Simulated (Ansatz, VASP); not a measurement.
Si2C in VASP and in Ansatz

```xyz
3
Lattice="-1.5105 1.5105 4.4924 1.5105 -1.5105 4.4924 1.5105 1.5105 -4.4924" Properties=species:S:1:pos:R:3 pbc="T T T"
Si    0.0000    0.0000    3.3543
Si    0.0000    0.0000    5.6305
C     0.0000    1.5105    2.2462
```

Alike in both runs: functional PBE; k mesh 22 × 22 × 22; occupations gaussian, width 0.1 eV; no spin polarisation.

Ansatz relaxed the structure, and its values are those at the end. VASP's run is a single point on that final structure, the one shown.

|  | VASP | Ansatz |
| --- | --- | --- |
| version | VASP 6.6.1 | Ansatz 0.2.0 |
| potentials or method | VASP PAW PBE potentials, release 64 (Si, C), cutoff 520 eV | scalar-relativistic, plane waves, PAW |
| valence electrons in the cell | 12 | 12 |

```csv
,VASP,Ansatz,Ansatz less VASP
gap on the k mesh at the Fermi level (eV),none,none,-
pressure (GPa),0.0,0.0,+0.07
rms of the force components (eV/Å),0.004,0.001,-0.0028
```

A gap of «none» marks a metal or a gap that the smearing closes.
